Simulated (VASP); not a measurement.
A run of VASP 6.6.1 is set up as follows.

File POSCAR:

```
K
1.0
    4.8279631993      0.0000000000      0.0000000000
   -2.4139815997      4.1811387792      0.0000000000
    0.0000000000      0.0000000000      7.8843661157
K
2
Direct
    0.3333333333      0.6666666667      0.2500000000
    0.6666666667      0.3333333333      0.7500000000
```

The input INCAR.step1:

```
PREC = Accurate ; ENCUT = 520
ISMEAR = -1 ; SIGMA = 0.1
LREAL = False ; LASPH = True
NELM = 100 ; NBANDS = 16
GGA = PE ; ALGO = Normal
EDIFF = 1E-4 ; LWAVE = True
LCHARG = False
```

File INCAR.step2:

```
PREC = Accurate ; ENCUT = 520
EDIFF = 1E-7 ; ISMEAR = -1
SIGMA = 0.1 ; LREAL = False
LASPH = True ; NELM = 100
ALGO = Normal ; ISIF = 2
LWAVE = False ; LCHARG = False
METAGGA = R2SCAN ; LMIXTAU = True
NBANDS = 16 ; ISTART = 1
```

The input KPOINTS:

```
Automatic mesh
0
Gamma
  9 9 5
```

Potentials or basis: VASP PAW PBE potentials, release 64 (K_sv).

The run is started by

```bash
$ cat potpaw_PBE.64/K_sv/POTCAR > POTCAR
$ cp INCAR.step1 INCAR
$ mpirun -np 1 vasp_std > vasp.out
$ cp INCAR.step2 INCAR
$ mpirun -np 1 vasp_std > vasp.out
```

Problem. Predict the band gap on the k mesh.

Solution. Zero (bands 9 and 10 overlap by 2.23 eV).

Problem. Estimate the pressure.

Solution. -0.1 GPa.

Caveat: the PAW data sets were made with another functional, which shifts forces and pressure a little.
